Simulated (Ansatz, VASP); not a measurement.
Sc4Mo: VASP beside Ansatz

INCAR

```
PREC     = Accurate       # precision mode
ENCUT    = 600            # plane-wave cutoff, eV
EDIFF    = 1E-7           # SCF threshold, eV
ISMEAR   = 0              # smearing method
SIGMA    = 0.1            # smearing width, eV
LREAL    = False          # projectors in reciprocal space
LASPH    = True           # aspherical terms in the spheres
NELM     = 100            # most SCF steps
ALGO     = Fast           # electronic algorithm
ISIF     = 3              # what is computed and relaxed
LWAVE    = False          # write WAVECAR
LCHARG   = False          # write CHGCAR
GGA      = PE             # functional
IBRION   = 2              # ionic algorithm
NSW      = 100            # ionic steps
EDIFFG   = -0.01          # ionic threshold
```

KPOINTS

```
regular mesh
0
Gamma
  8 8 8
```

Contents of POSCAR:

```
Sc4Mo
1.0
    5.0211096904      0.0000000000      0.0000000000
    0.0000000000      5.0211096904      0.0000000000
    0.0000000000      0.0000000000      5.0211096904
Sc Mo
4 1
Direct
    0.5000000000      0.0000000000      0.0000000000
    0.0000000000      0.5000000000      0.0000000000
    0.0000000000      0.0000000000      0.5000000000
    0.5000000000      0.5000000000      0.5000000000
    0.0000000000      0.0000000000      0.0000000000
```

Input for Ansatz:

```yaml
crystal:
  lattice:
    - [5.0211096904, 0.0, 0.0]
    - [0.0, 5.0211096904, 0.0]
    - [0.0, 0.0, 5.0211096904]
  atoms:
    - { symbol: Sc, position: [0.5, 0.0, 0.0] }
    - { symbol: Sc, position: [0.0, 0.5, 0.0] }
    - { symbol: Sc, position: [0.0, 0.0, 0.5] }
    - { symbol: Sc, position: [0.5, 0.5, 0.5] }
    - { symbol: Mo, position: [0.0, 0.0, 0.0] }
basis:
  ecutwfc: 420
kpoints:
  mp_grid: { grid: [8, 8, 8] }
hamiltonian:
  xc: pbe
scf:
  occupations: { method: gaussian, width: 0.1 }
output:
  forces: true
  stress: true
  eigenvalues: true
  write_density: true
  write_potential: true
  elf: true
  volumetric_format: npy
relax:
  adjacent_minimum: "off"
  f_tol: 0.01
  max_steps: 80
  cell: { stress_tol: 0.05 }
```

Alike in both runs: task relaxation of cell and atoms; functional PBE; k mesh 8 × 8 × 8; occupations gaussian, width 0.1 eV; no spin polarisation.

```csv
,VASP,Ansatz
version,VASP 6.6.1,Ansatz 0.2.0
potentials or method,"VASP PAW PBE potentials, release 64 (Sc_sv, Mo_sv), cutoff 600 eV","scalar-relativistic, plane waves, PAW"
valence electrons in the cell,58,58
```

|  | VASP | Ansatz | Ansatz less VASP |
| --- | --- | --- | --- |
| gap on the k mesh at the Fermi level, each at its own relaxed structure (eV) | none | none | - |
| relaxed volume (Å³/atom) | 25.76 | 25.68 | -0.077 |
| relaxed cell length with the largest relative difference (Å) | 5.050 | 5.045 | -0.0051 |

A gap of «none» marks a metal or a gap that the smearing closes.
